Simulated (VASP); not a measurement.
# Ir (Fm-3m) in VASP: notebook

Ir is run at these levels: PBE; tasks: single point.

Program: VASP 6.6.1. These are calculated values, not measurements. Logs are shortened: lines on timing, memory, paths and dates and some standing lists are left out, and cuts for length are marked.

**1. The cell of the first run**

Symmetry: Fm-3m, No. 225, cubic system. Conventional cell: a = 3.764 Å, b = 3.764 Å, c = 3.764 Å, α = 90.00°, β = 90.00°, γ = 90.00°. Within 3.5 Å of Ir (site symmetry m-3m) lie 12 Ir at 2.66 Å.

**2. Single point, PBE (volume 13.335 Å^3 an atom, c/a of the conventional cell 1.0000)**

Contents of INCAR:

```
  ALGO = Fast
  EDIFF = 1E-7
  ENCUT = 520
  GGA = PE
  ISIF = 2
  ISMEAR = 0
  LASPH = T
  LCHARG = F
  LREAL = F
  LWAVE = F
  NBANDS = 10
  NELM = 100
  PREC = Accurate
  SIGMA = 0.15
```

Contents of KPOINTS:

```
k-points
0
Gamma
  22 22 22
```

Contents of POSCAR:

```
Ir
1.0
    0.0000000000      1.8821504742      1.8821504742
    1.8821504742      0.0000000000      1.8821504742
    1.8821504742      1.8821504742      0.0000000000
Ir
1
Direct
    0.0000000000      0.0000000000      0.0000000000
```

Potentials or basis: VASP PAW PBE potentials, release 64 (Ir).

Started as:

```sh
$ cat potpaw_PBE.64/Ir/POTCAR > POTCAR
$ mpirun -np 1 vasp_std > vasp.out
```

OUTCAR:

```text
EDIFF = 1E-7
   ENCUT = 520
   GGA = PE
   ISIF = 2
   ISMEAR = 0
   LASPH = T
   LREAL = F
   NELM = 100
   PREC = Accurate

 ion  position               nearest neighbor table
   1  0.000  0.000  0.000-

  LATTYP: Found a face centered cubic cell.
 ALAT       =     3.7643009484

  Lattice vectors:

 A1 = (   0.0000000000,   1.8821504742,   1.8821504742)
 A2 = (   1.8821504742,   0.0000000000,   1.8821504742)
 A3 = (   1.8821504742,   1.8821504742,   0.0000000000)

Analysis of symmetry for initial positions (statically):
=====================================================================
 Subroutine PRICEL returns:
 Original cell was already a primitive cell.

 Routine SETGRP: Setting up the symmetry group for a
 face centered cubic supercell.

 Subroutine GETGRP returns: Found 48 space group operations
 (whereof 48 operations were pure point group operations)
 out of a pool of 48 trial point group operations.

The static configuration has the point symmetry O_h .

Analysis of symmetry for dynamics (positions and initial velocities):
=====================================================================
 Subroutine PRICEL returns:
 Original cell was already a primitive cell.

 Routine SETGRP: Setting up the symmetry group for a
 face centered cubic supercell.

 Subroutine GETGRP returns: Found 48 space group operations
 (whereof 48 operations were pure point group operations)
 out of a pool of 48 trial point group operations.

The dynamic configuration has the point symmetry O_h .

 Subroutine INISYM returns: Found 48 space group operations
 (whereof 48 operations are pure point group operations),
 and found     1 'primitive' translations

----------------------------------------------------------------------------------------

                                     Primitive cell

  volume of cell :      13.3350

  direct lattice vectors                    reciprocal lattice vectors
     0.000000000  1.882150474  1.882150474    -0.265653574  0.265653574  0.265653574
     1.882150474  0.000000000  1.882150474     0.265653574 -0.265653574  0.265653574
     1.882150474  1.882150474  0.000000000     0.265653574  0.265653574 -0.265653574

  length of vectors
     2.661762727  2.661762727  2.661762727     0.460125487  0.460125487  0.460125487

  position of ions in fractional coordinates (direct lattice)
     0.000000000  0.000000000  0.000000000

  ion indices of the primitive-cell ions
   primitive index   ion index
                 1           1

----------------------------------------------------------------------------------------

 KPOINTS: k-points

Automatic generation of k-mesh.
 Grid dimensions read from file:
 generate k-points for:   22   22   22

 Generating k-lattice:

  Cartesian coordinates                     Fractional coordinates (reciprocal lattice)
    -0.012075162  0.012075162  0.012075162     0.045454545  0.000000000  0.000000000
     0.012075162 -0.012075162  0.012075162     0.000000000  0.045454545  0.000000000
     0.012075162  0.012075162 -0.012075162     0.000000000  0.000000000  0.045454545

  Length of vectors
     0.020914795  0.020914795  0.020914795

  Shift w.r.t. Gamma in fractional coordinates (k-lattice)
     0.000000000  0.000000000  0.000000000

 Subroutine IBZKPT returns following result:
 ===========================================

 Found    328 irreducible k-points:

 Following reciprocal coordinates:
            Coordinates               Weight
  0.000000  0.000000  0.000000      1.000000
  0.045455  0.000000  0.000000      8.000000
  0.090909  0.000000  0.000000      8.000000
  0.136364  0.000000  0.000000      8.000000
  0.181818  0.000000  0.000000      8.000000
  0.227273  0.000000  0.000000      8.000000
[... 16 lines left out ...]
  0.500000  0.045455  0.000000     24.000000
 -0.454545  0.045455  0.000000     24.000000
 [... further k-points ...]
   k-points           NKPTS =    328   k-points in BZ     NKDIM =    328   number of bands    NBANDS=     10
   number of dos      NEDOS =    301   number of ions     NIONS =      1
   total plane-waves  NPLWV =   8000
   dimension x,y,z NGX =    20 NGY =   20 NGZ =   20
   dimension x,y,z NGXF=    40 NGYF=   40 NGZF=   40
   ions per type =               1
   NGX,Y,Z   is equivalent  to a cutoff of  12.49, 12.49, 12.49 a.u.
   NGXF,Y,Z  is equivalent  to a cutoff of  24.98, 24.98, 24.98 a.u.
 SYSTEM =  unknown system
   PREC   = accura    normal or accurate (medium, high low for compatibility)
   ISTART =      0    job   : 0-new  1-cont  2-samecut
   ICHARG =      2    charge: 1-file 2-atom 10-const
   ISPIN  =      1    spin polarized calculation?
   LNONCOLLINEAR =      F non collinear calculations
   LSORBIT =      F    spin-orbit coupling
   LASPH  =      T    aspherical Exc in radial PAW
   ENCUT  =  520.0 eV  38.22 Ry    6.18 a.u.   4.95  4.95  4.95*2*pi/ulx,y,z
   NELM   =    100;   NELMIN=  2; NELMDL= -5     # of ELM steps
   EDIFF  = 0.1E-06   stopping-criterion for ELM
   LREAL  =      F    real-space projection
   EDIFFG = 0.1E-05   stopping-criterion for IOM
   NSW    =      0    number of steps for IOM
   IBRION =     -1    ionic relax: 0-MD 1-quasi-New 2-CG
   NFREE  =      0    steps in history (QN), initial steepest desc. (CG)
   ISIF   =      2    stress and relaxation
   ISYM   =      2    0-nonsym 1-usesym 2-fastsym
   POTIM  = 0.5000    time-step for ionic-motion
   TEBEG  =    0.0;   TEEND  =   0.0 temperature during run
   PSTRESS=    0.0 pullay stress
   NELECT =       9.0000    total number of electrons
   NUPDOWN=      -1.0000    fix difference up-down
   EMIN   =  10.00;   EMAX   =-10.00  energy-range for DOS
   EFERMI =   0.00;   METHOD = LEGACY
   ISMEAR =     0;   SIGMA  =   0.15  broadening in eV -4-tet -1-fermi 0-gaus
   EFERMI_NEDOS =   21; number of points for ismear=-14 and -15
   IALGO  =     68    algorithm
   IMIX   =      4    mixing-type and parameters
     AMIX     =   0.40;   BMIX     =  1.00
     AMIX_MAG =   1.60;   BMIX_MAG =  1.00
  volume/ion in A,a.u.               =      13.34        89.99
  Fermi-wavevector in a.u.,A,eV,Ry     =   1.436012  2.713669 28.056979  2.062130
  Thomas-Fermi vector in A             =   2.555247
   LORBIT       =      0    0 simple, 1 ext, 2 COOP (PROOUT), +10 PAW based schemes
   GGA     = PE    functional components
   LHFCALC =     F    Hartree Fock is set to
   AEXX    =    0.0000 exact exchange contribution
   IVDW    =     0    specifies the selected vdW correction
   LEPSILON=     F    determine dielectric tensor
   LRPA    =     F    only Hartree local field effects (RPA)
 non-spin polarized calculation
 RMM-DIIS sequential band-by-band and
 Gauss-broadening in eV      SIGMA  =   0.15
  energy-cutoff  :      520.00
  volume of cell :       13.34
 maximum number of plane-waves:       370
   NGX =  9   NGY =  9   NGZ =  9

 number of electron       9.0000000 magnetization

 Free energy of the ion-electron system (eV)
  ---------------------------------------------------
  ext. energy  EPLUGINS =         0.00000000
  ---------------------------------------------------
  free energy    TOTEN  =        -8.72590621 eV

  energy without entropy =       -8.71470991  energy(sigma->0) =       -8.72030806

 E-fermi :  11.4398     XC(G=0): -14.3429

 val. band max:       11.4386352819   @ k =  -0.1818   0.1364   0.0455
 cond. band min:      11.4400339219   @ k =   0.3636   0.1818   0.0000
 fundamental gap:      0.0013986400
 Fermi energy:        11.4398480121

 k-point     1 :       0.0000    0.0000    0.0000
  band No.  band energies     occupation
      1      -0.3045      2.00000
      2       7.2131      2.00000
      3       7.2131      2.00000
      4       7.2131      2.00000
      5      10.1670      2.00000
      6      10.1670      2.00000
      7      25.6541      0.00000
      8      31.5998      0.00000
      9      31.5998      0.00000
     10      31.5998      0.00000

 k-point     2 :       0.0455    0.0000    0.0000
  band No.  band energies     occupation
      1      -0.2060      2.00000
      2       7.1575      2.00000
      3       7.2573      2.00000
      4       7.2573      2.00000
      5      10.1364      2.00000
      6      10.1364      2.00000
      7      25.8305      0.00000
      8      31.0593      0.00000
      9      31.7661      0.00000
     10      31.7661      0.00000

 k-point     3 :       0.0909    0.0000    0.0000
  band No.  band energies     occupation
      1       0.0824      2.00000
      2       7.0072      2.00000
      3       7.3789      2.00000
      4       7.3789      2.00000
      5      10.0608      2.00000
      6      10.0608      2.00000
      7      26.3309      0.00000
      8      29.9140      0.00000
      9      32.2549      0.00000
     10      32.2549      0.00000

 k-point     4 :       0.1364    0.0000    0.0000
  band No.  band energies     occupation
      1       0.5372      2.00000
      2       6.8100      2.00000
      3       7.5417      2.00000
      4       7.5417      2.00000
      5       9.9894      2.00000
      6       9.9894      2.00000
      7      27.0465      0.00000
      8      28.6674      0.00000
      9      33.0371      0.00000
     10      33.0371      0.00000

 k-point     5 :       0.1818    0.0000    0.0000
  band No.  band energies     occupation
      1       1.1112      2.00000
      2       6.6408      2.00000
      3       7.6788      2.00000
      4       7.6788      2.00000
      5      10.0041      2.00000
      6      10.0041      2.00000
      7      27.1648      0.00000
      8      28.1152      0.00000
      9      34.0658      0.00000
     10      34.0658      0.00000

 k-point     6 :       0.2273    0.0000    0.0000
  band No.  band energies     occupation
      1       1.7211      2.00000
      2       6.6042      2.00000
      3       7.7172      2.00000
      4       7.7172      2.00000
      5      10.1881      2.00000
      6      10.1881      2.00000
      7      26.0465      0.00000
      8      28.5807      0.00000
      9      35.2633      0.00000
     10      35.2634      0.00000

 k-point     7 :       0.2727    0.0000    0.0000
  band No.  band energies     occupation
      1       2.2445      2.00000
      2       6.8297      2.00000
      3       7.6408      2.00000
      4       7.6408      2.00000
      5      10.5568      2.00000
      6      10.5568      2.00000
      7      24.8608      0.00000
      8      28.3966      0.00000
      9      36.2748      0.00000
     10      36.3979      0.00000

 k-point     8 :       0.3182    0.0000    0.0000
  band No.  band energies     occupation
      1       2.5751      2.00000
      2       7.4101      2.00000
      3       7.4966      2.00000
      4       7.4966      2.00000
      5      11.0470      1.99979
      6      11.0470      1.99979
      7      23.6169      0.00000
      8      27.5291      0.00000
      9      35.3407      0.00000
     10      35.3407      0.00000

 k-point     9 :       0.3636    0.0000    0.0000
  band No.  band energies     occupation
      1       2.7127      2.00000
      2       7.3393      2.00000
      3       7.3393      2.00000
      4       8.3014      2.00000
      5      11.5696      0.22129
      6      11.5696      0.22129
      7      22.2712      0.00000
      8      26.5415      0.00000
      9      33.9158      0.00000
     10      33.9158      0.00000
[... 118 lines left out ...]
 k-point    19 :       0.3182    0.0455    0.0000
  band No.  band energies     occupation
      1       2.5742      2.00000
      2       7.0267      2.00000
      3       7.4911      2.00000
      4       7.6392      2.00000
      5      10.6787      2.00000
      6      11.2063      1.97230
      7      24.1275      0.00000
      8      27.9488      0.00000
      9      34.5675      0.00000
     10      35.5383      0.00000

 k-point    20 :       0.3636    0.0455    0.0000
  band No.  band energies     occupation
      1       2.7687      2.00000
      2       7.3047      2.00000
      3       7.4852      2.00000
      4       7.7926      2.00000
      5      11.3016      1.80763
      6      11.6897      0.01848
      7      22.7748      0.00000
      8      26.9607      0.00000
      9      33.5105      0.00000
     10      34.6121      0.00000

 k-point    21 :       0.4091    0.0455    0.0000
  band No.  band energies     occupation
      1       2.8202      2.00000
      2       7.1520      2.00000
      3       7.3386      2.00000
      4       8.7321      2.00000
      5      11.9402      0.00000
      6      12.1180      0.00000
      7      21.3548      0.00000
      8      26.1453      0.00000
      9      32.5170      0.00000
     10      33.3439      0.00000

 k-point    22 :       0.4545    0.0455    0.0000
  band No.  band energies     occupation
      1       2.8134      2.00000
      2       7.0482      2.00000
      3       7.2270      2.00000
      4       9.6049      2.00000
      5      12.4040      0.00000
      6      12.5135      0.00000
      7      20.0933      0.00000
      8      25.6287      0.00000
      9      31.8702      0.00000
     10      32.3159      0.00000

 k-point    23 :       0.5000    0.0455    0.0000
  band No.  band energies     occupation
      1       2.8011      2.00000
      2       7.0054      2.00000
      3       7.1667      2.00000
      4      10.1119      2.00000
      5      12.4817      0.00000
      6      12.8921      0.00000
      7      19.3703      0.00000
      8      25.4023      0.00000
      9      31.6847      0.00000
     10      31.6921      0.00000

 k-point    24 :      -0.4545    0.0455    0.0000
  band No.  band energies     occupation
      1       2.8048      2.00000
      2       7.0269      2.00000
      3       7.1656      2.00000
      4      10.0241      2.00000
      5      12.3262      0.00000
      6      12.9274      0.00000
      7      19.5294      0.00000
      8      25.4480      0.00000
      9      31.5453      0.00000
     10      32.0018      0.00000

 [... further k-points ...]
[... 5 lines left out ...]
  --------------------------------------------------------------------------------------
  -------------------------------------------------------------------------------------
  Total        3.0857590      3.0857590      3.0857590      0.0000000     -0.0000000      0.0000000
  in kB      370.7486406    370.7486406    370.7486406      0.0000000     -0.0000000      0.0000000
  external PRESSURE =     370.7486406 kB  Pullay stress =       0.0000000 kB

 VOLUME and BASIS-vectors are now :
 -----------------------------------------------------------------------------
  energy-cutoff  :      520.00
  volume of cell :       13.34
      direct lattice vectors                 reciprocal lattice vectors
     0.000000000  1.882150474  1.882150474    -0.265653574  0.265653574  0.265653574
     1.882150474  0.000000000  1.882150474     0.265653574 -0.265653574  0.265653574
     1.882150474  1.882150474  0.000000000     0.265653574  0.265653574 -0.265653574

 POSITION                                       TOTAL-FORCE (eV/Angst)
 -----------------------------------------------------------------------------------
      0.00000      0.00000      0.00000         0.000000      0.000000     -0.000000
 -----------------------------------------------------------------------------------
    total drift:                                0.000000      0.000000      0.000000

  FREE ENERGIE OF THE ION-ELECTRON SYSTEM (eV)
  ---------------------------------------------------
  free  energy   TOTEN  =        -8.7259062081 eV

  energy  without entropy=       -8.7147099099  energy(sigma->0) =       -8.72030806
```

It took 23 s on 1 thread of Intel Xeon 6975P-C (Granite Rapids), shared host; peak memory 0.16 GiB.

What came out:

```yaml
Free_energy: -8.7259 eV
Pressure: 37.1 GPa
```

Levels at points of the mesh, in eV from the Fermi level:
| k point | band 1 | band 2 | band 3 | band 4 | band 5 | band 6 | band 7 | band 8 |
| --- | --- | --- | --- | --- | --- | --- | --- | --- |
| (0.00, 0.00, 0.00) | -11.74 | -4.23 | -4.23 | -4.23 | -1.27 | -1.27 | 14.21 | 20.16 |
| (0.50, 0.00, 0.00) | -8.72 | -4.35 | -4.35 | -0.88 | 1.03 | 1.03 | 7.93 | 13.77 |
| (0.50, 0.50, 0.00) | -8.60 | -7.99 | 1.00 | 1.68 | 1.68 | 1.73 | 11.39 | 12.02 |

Caveat: spin-orbit coupling is left out, which moves the levels of the heavy elements.

**3. Single point, PBE (volume 13.567 Å^3 an atom, c/a of the conventional cell 1.0000)**

Contents of INCAR:

```
PREC = Accurate ; ENCUT = 520
EDIFF = 1E-7 ; ISMEAR = 0
SIGMA = 0.15 ; LREAL = False
LASPH = True ; NELM = 80
ALGO = Normal ; ISIF = 2
LWAVE = False ; LCHARG = False
GGA = PE ; NBANDS = 10
```

Contents of KPOINTS:

```
Automatic mesh
0
Gamma
  22 22 22
```

Contents of POSCAR:

```
Ir
1.0
    0.0000000000      1.8930028876      1.8930028876
    1.8930028876      0.0000000000      1.8930028876
    1.8930028876      1.8930028876      0.0000000000
Ir
1
Direct
    0.0000000000      0.0000000000      0.0000000000
```

Potentials or basis: VASP PAW PBE potentials, release 64 (Ir).

Started as:

```sh
$ cat potpaw_PBE.64/Ir/POTCAR > POTCAR
$ mpirun -np 1 vasp_std > vasp.out
```

Wall time 14 s (1 thread of Intel Xeon 6975P-C (Granite Rapids), shared host); peak memory 0.16 GiB.

It converged, with:

* Free energy: -8.7733 eV
* Pressure: 28.3 GPa

Levels at points of the mesh, in eV from the Fermi level:
```csv
k point,band 1,band 2,band 3,band 4,band 5,band 6,band 7,band 8
"(0.00, 0.00, 0.00)",-11.55,-4.12,-4.12,-4.12,-1.24,-1.24,14.26,20.10
"(0.50, 0.00, 0.00)",-8.53,-4.23,-4.23,-0.84,1.00,1.00,7.74,13.81
"(0.50, 0.50, 0.00)",-8.39,-7.79,0.97,1.63,1.63,1.73,11.14,11.94
```

Caveat: spin-orbit coupling is left out, which moves the levels of the heavy elements.

[end of part 1 of 2]
